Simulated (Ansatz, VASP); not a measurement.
# AlN: VASP beside Ansatz

```
CELL_PARAMETERS angstrom
0.00000 -2.20159 -2.20159
0.00000 2.20159 -2.20159
4.40317 0.00000 0.00000
ATOMIC_POSITIONS crystal
Al 0.49472 0.54088 0.45355
Al 0.00528 0.95912 0.04645
N 0.92311 0.53047 0.19986
N 0.57689 0.96953 0.80014
```

Alike in both runs: task relaxation of the atoms; functional PBE; k mesh 8 × 8 × 6; occupations gaussian, width 0.05 eV; no spin polarisation.

```csv
,VASP,Ansatz
version,VASP 6.6.1,Ansatz 0.2.0
potentials or method,"VASP PAW PBE potentials, release 64 (Al, N), cutoff 520 eV","scalar-relativistic, plane waves, PAW"
valence electrons in the cell,16,16
```

Ansatz gave:

| Quantity | Value |
| --- | --- |
| gap on the k mesh at the Fermi level, each at its own relaxed structure (eV) | 3.31 |

**Question.** What did VASP give for the same quantities?

**Answer.** gap on the k mesh at the Fermi level, each at its own relaxed structure (eV): 3.30.

Ansatz's warnings: stress scf threshold loose.
